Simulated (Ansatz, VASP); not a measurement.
# Two plane-wave programs on Sr2SO

INCAR

```
PREC     = Accurate       # precision mode
ENCUT    = 520            # plane-wave cutoff, eV
EDIFF    = 1E-6           # SCF threshold, eV
ISMEAR   = -1             # smearing method
SIGMA    = 0.05           # smearing width, eV
LREAL    = F              # projectors in reciprocal space
LASPH    = T              # aspherical terms in the spheres
NELM     = 80             # most SCF steps
ALGO     = Normal         # electronic algorithm
ISIF     = 2              # what is computed and relaxed
LWAVE    = F              # write WAVECAR
LCHARG   = F              # write CHGCAR
GGA      = PE             # functional
NBANDS   = 24             # bands
```

Contents of KPOINTS:

```
regular mesh
0
Gamma
  5 5 4
```

POSCAR

```
Sr2SO
1.0
    4.0432370000      0.0000000000      0.0000000000
    0.0000000000      4.0432370000      0.0000000000
    0.0000000000      0.0000000000      5.7180000000
Sr S O
2 1 1
Direct
    0.5000000000      0.5000000000      0.5000000000
    0.0000000000      0.0000000000      0.0000000000
    0.0000000000      0.0000000000      0.5000000000
    0.5000000000      0.5000000000      0.0000000000
```

File input.yaml:

```yaml
crystal:
  lattice:
    - [4.043237, 0.0, 0.0]
    - [0.0, 4.043237, 0.0]
    - [0.0, 0.0, 5.718]
  atoms:
    - { symbol: Sr, position: [0.5, 0.5, 0.5] }
    - { symbol: Sr, position: [0.0, 0.0, 0.0] }
    - { symbol: S, position: [0.0, 0.0, 0.5] }
    - { symbol: O, position: [0.5, 0.5, 0.0] }
hamiltonian:
  xc: pbe
  pseudopotentials: { kind: paw }
kpoints:
  mp_grid: { grid: [5, 5, 4] }
  band_path:
    path:
      - [[0.0, 0.0, 0.0], [0.0, 0.5, 0.0], [0.5, 0.5, 0.0], [0.0, 0.0, 0.0], [0.0, 0.0, 0.5], [0.0, 0.5, 0.5], [0.5, 0.5, 0.5], [0.0, 0.0, 0.5]]
      - [[0.0, 0.5, 0.0], [0.0, 0.5, 0.5]]
      - [[0.5, 0.5, 0.0], [0.5, 0.5, 0.5]]
    npoints: 14
scf:
  occupations: { method: fermi_dirac, width: 0.05 }
  n_extra_bands: 10
output:
  forces: true
  stress: true
  eigenvalues: true
  fatbands: false
```

Alike in both runs: functional PBE; k mesh 5 × 5 × 4; occupations fermi-dirac, width 0.05 eV; no spin polarisation.

|  | VASP | Ansatz |
| --- | --- | --- |
| version | VASP 6.6.1 | Ansatz 0.2.0 |
| potentials or method | VASP PAW PBE potentials, release 64 (Sr_sv, S, O) | Ansatz PAW |
| plane-wave cutoff (eV) | 520 | 420 |
| valence electrons in the cell | 32 | 32 |
| task | single point | band structure |

VASP gave:

| Quantity | Value |
| --- | --- |
| gap on the k mesh at the Fermi level (eV) | 2.19 |
| least direct gap on the mesh (eV) | 2.19 |
| pressure (GPa) | 0.0 |
| traceless stress, the component that is largest in VASP (GPa) | 0.07 |

Q: What did Ansatz give for the same quantities?

A: gap on the k mesh at the Fermi level (eV): 2.21; least direct gap on the mesh (eV): 2.21; pressure (GPa): -0.2; traceless stress, the component that is largest in VASP (GPa): 0.07.
